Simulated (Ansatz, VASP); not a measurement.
**Fe2O3 in VASP and in Ansatz**

```xyz
10
Lattice="1.3921 -4.6311 0.0000 1.3921 4.6311 0.0000 0.0000 0.0000 6.9241" Properties=species:S:1:pos:R:3 pbc="T T T"
Fe    0.0000    0.0000    0.0000
Fe    0.0000    0.0000    3.4621
Fe    1.3921   -2.3368    5.1931
Fe    1.3921    2.3368    1.7310
O     1.3921    3.8056    5.1931
O     1.3921   -3.8056    1.7310
O     1.3921    1.2594    6.5190
O     1.3921   -1.2594    0.4052
O     1.3921    1.2594    3.8672
O     1.3921   -1.2594    3.0569
```

Alike in both runs: functional PBE; k mesh 6 × 6 × 4; occupations gaussian, width 0.1 eV; collinear spin.

Ansatz relaxed the structure, and its values are those at the end. VASP's run is a single point on that final structure, the one shown.

|  | VASP | Ansatz |
| --- | --- | --- |
| version | VASP 6.6.1 | Ansatz 0.2.0 |
| potentials or method | VASP PAW PBE potentials, release 64 (Fe, O), cutoff 520 eV | scalar-relativistic, plane waves, PAW |
| valence electrons in the cell | 68 | 100 |

VASP gave:

```
gap on the k mesh at the Fermi level (eV)                     : none
pressure (GPa)                                                : 0.9
rms of the force components (eV/Å)                            : 0.037
net moment per atom (μB)                                      : 1.20
size of the moment on the site where the two differ most (μB) : 3.75
```

Estimate Ansatz's values.

gap on the k mesh at the Fermi level (eV): none; pressure (GPa): 0.1; rms of the force components (eV/Å): 0.001; net moment per atom (μB): 1.20; size of the moment on the site where the two differ most (μB): 3.56.

Site moments also hang on the region over which each program counts them. A gap of «none» marks a metal or a gap that the smearing closes. With one functional, cell and mesh, what is left measures potentials, basis and numerics. VASP's potentials hold 68 valence electrons a cell and Ansatz's 100, so a difference there can come from the potentials and not from the codes.

The k mesh is coarse, so the values compare programs but aren't converged.
